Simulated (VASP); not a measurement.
## Cu12S: single point with PBE

System: Cu12S, a slab with vacuum.

```xyz
13
Lattice="5.1320 0.0000 0.0000 0.0000 5.1320 0.0000 0.0000 0.0000 19.0279" Properties=species:S:1:pos:R:3 pbc="T T T"
Cu    1.2830    1.2830    4.0000
Cu    1.2830    3.8490    4.0000
Cu    3.8490    1.2830    4.0000
Cu    3.8490    3.8490    4.0000
Cu    0.0000    0.0000    5.7640
Cu    0.0000    2.5660    5.7640
Cu    2.5660    0.0000    5.7640
Cu    2.5660    2.5660    5.7640
Cu    1.2830    1.2830    7.5279
Cu    1.2830    3.8490    7.5279
Cu    3.8490    1.2830    7.5279
Cu    3.8490    3.8490    7.5279
S     2.5660    2.5660    8.8975
```

| Quantity | Value |
| --- | --- |
| Program | VASP 6.6.1 |
| Task | single point |
| Functional | PBE |
| Potentials or basis | VASP PAW PBE potentials, release 64 (Cu, S) |
| Cutoff | 520 eV |
| k mesh | 5 × 5 × 1 |
| Occupations | gaussian, width 0.1 eV |
| Spin | no spin polarisation |

- Largest force: 0.724 eV/Å
- Band gap on the k mesh: zero (bands 69 and 70 overlap by 0.69 eV)

Forces on the atoms (eV/Å):
```
Cu   0.019  0.019 -0.014
Cu   0.019 -0.019 -0.014
Cu  -0.019  0.019 -0.014
Cu  -0.019 -0.019 -0.014
Cu   0.000  0.000  0.189
Cu   0.000  0.000 -0.136
Cu   0.000  0.000 -0.136
Cu   0.000  0.000 -0.724
Cu  -0.223 -0.223  0.211
Cu  -0.223  0.223  0.211
Cu   0.223 -0.223  0.211
Cu   0.223  0.223  0.211
S    0.000  0.000  0.021
```

Levels at points of the mesh, in eV from the Fermi level:
```tsv
k point	band 66	band 67	band 68	band 69	band 70	band 71	band 72	band 73
(0.00, 0.00, 0.00)	-1.05	-0.60	-0.29	-0.29	-0.24	-0.05	-0.04	1.39
```

It took 6.5 min on 1 thread of AMD EPYC 9R45 96-Core Processor (Zen 5), on a shared host, peak memory 0.54 GiB.

With open d or f shells a metallic result of PBE can be an artefact of self-interaction; +U or a hybrid may open a gap.
